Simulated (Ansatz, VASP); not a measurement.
TiB2: VASP beside Ansatz

```
CELL_PARAMETERS angstrom
3.01736 0.00000 0.00000
-1.50868 2.61311 0.00000
0.00000 0.00000 3.18534
ATOMIC_POSITIONS crystal
Ti 0.00000 0.00000 0.00000
B 0.33333 0.66667 0.50000
B 0.66667 0.33333 0.50000
```

Alike in both runs: functional PBEsol; k mesh 12 × 12 × 10; occupations fermi-dirac, width 0.1 eV; no spin polarisation.

Ansatz relaxed the structure, and its values are those at the end. VASP's run is a single point on that final structure, the one shown.

|  | VASP | Ansatz |
| --- | --- | --- |
| version | VASP 6.6.1 | Ansatz 0.2.0 |
| potentials or method | VASP PAW PBE potentials, release 64 (Ti_sv, B), cutoff 500 eV | PAW plane waves |
| valence electrons in the cell | 18 | 18 |

VASP gave:

```
gap on the k mesh at the Fermi level (eV) : none
pressure (GPa)                            : 0.4
```

Estimate Ansatz's values.

gap on the k mesh at the Fermi level (eV): none; pressure (GPa): 0.0.

VASP's potentials were made for PBE, not for PBEsol, and Ansatz warns of the same on its side. A gap of «none» marks a metal or a gap that the smearing closes.
